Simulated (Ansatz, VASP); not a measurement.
## Two plane-wave programs on GaSb

File INCAR:

```
PREC = Accurate
ENCUT = 520
EDIFF = 1E-6
ISMEAR = 0
SIGMA = 0.15
LREAL = False
LASPH = True
NELM = 60
ALGO = Normal
ISIF = 2
LWAVE = False
LCHARG = True
GGA = PE
LELF = True
LVHAR = True
NBANDS = 16
```

File KPOINTS:

```
Automatic mesh
0
Gamma
  18 18 18
```

Contents of POSCAR:

```
GaSb
1.0
   -1.6939987738      2.5263237550      2.8069021432
    1.6939987738     -2.5263237550      2.8069021432
    1.6939987738      2.5263237550     -2.8069021432
Ga Sb
1 1
Direct
    0.0000000000      0.0000000000      0.0000000000
    0.5000000000      0.5000000000      0.0000000000
```

Input for Ansatz:

```yaml
crystal:
  lattice:
    - [-1.6939987738, 2.526323755, 2.8069021432]
    - [1.6939987738, -2.526323755, 2.8069021432]
    - [1.6939987738, 2.526323755, -2.8069021432]
  atoms:
    - { symbol: Ga, position: [0.0, 0.0, 0.0] }
    - { symbol: Sb, position: [0.5, 0.5, 0.0] }
basis:
  ecutwfc: 420
kpoints:
  mp_grid: { grid: [18, 18, 18] }
hamiltonian:
  xc: pbe
  pseudopotentials: { kind: paw, azcp: { folder: soft_1 } }
scf:
  occupations: { method: gaussian, width: 0.15 }
output:
  forces: true
  stress: true
  eigenvalues: true
```

Change from the starting cell: volume 24.025 Å^3 an atom, stretch along a over the lengths across it, relative to the relaxed cell 1.0835.

Alike in both runs: task single point; functional PBE; k mesh 18 × 18 × 18; occupations gaussian, width 0.15 eV; no spin polarisation.

|  | VASP | Ansatz |
| --- | --- | --- |
| version | VASP 6.6.1 | Ansatz 0.2.0 |
| potentials or method | VASP PAW PBE potentials, release 64 (Ga_d, Sb), cutoff 520 eV | scalar-relativistic, plane waves, PAW |
| valence electrons in the cell | 18 | 28 |

|  | VASP | Ansatz | Ansatz less VASP |
| --- | --- | --- | --- |
| gap on the k mesh at the Fermi level (eV) | none | none | - |
| pressure (GPa) | 0.3 | 0.3 | -0.02 |
| traceless stress, the component that is largest in VASP (GPa) | 3.10 | 3.06 | -0.033 |

A gap of «none» marks a metal or a gap that the smearing closes. VASP's potentials hold 18 valence electrons a cell and Ansatz's 28, so a difference there can come from the potentials and not from the codes.

Neither program's run includes spin-orbit coupling.
